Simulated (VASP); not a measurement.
Write the native input for VASP 6.6.1 that does the following.

- Task: single point
- Functional: PBE
- Potentials or basis: VASP PAW PBE potentials, release 64 (B, P)
- Cutoff: 520 eV
- k mesh: 9 × 9 × 2
- Occupations: gaussian, width 0.01 eV
- Spin: no spin polarisation
- Dipole correction: no
- Further INCAR settings: ALGO = Normal; EDIFF = 1e-07; NBANDS = 16

The structure of BP lies in POSCAR:

```
BP
1.0
    3.2460225402      0.0000000000      0.0000000000
   -1.6230112701      2.8111379811      0.0000000000
    0.0000000000      0.0000000000      9.9630458449
B P
2 2
Direct
    0.3333333333      0.6666666667      0.2500000000
    0.6666666667      0.3333333333      0.7500000000
    0.6666666667      0.3333333333      0.2500000000
    0.3333333333      0.6666666667      0.7500000000
```

These files were run (other wordings do the same):

INCAR

```
SYSTEM = BP
PREC = Accurate ; ENCUT = 520
EDIFF = 1E-7 ; ISMEAR = 0
SIGMA = 0.01 ; LREAL = .FALSE.
LASPH = .TRUE. ; NELM = 80
ALGO = Normal ; ISIF = 2
LWAVE = .FALSE. ; LCHARG = .FALSE.
GGA = PE ; NBANDS = 16
```

KPOINTS

```
regular mesh
0
G
  9 9 2
  0 0 0
```

Potentials or basis: VASP PAW PBE potentials, release 64 (B, P).

Run with:

```console
$ cat potpaw_PBE.64/B/POTCAR potpaw_PBE.64/P/POTCAR > POTCAR
$ mpirun -np 1 vasp_std > vasp.out
```

It gave:

* Pressure: -2.4 GPa
* Band gap on the k mesh: 0.93 eV

Caveat: this functional lacks dispersion, which binds layers or chains, so the pressure and a relaxed spacing across them are unreliable.

Wall time 19 s on 1 thread of AMD EPYC 9R45 96-Core Processor (Zen 5) (shared host), peak memory 0.17 GiB.
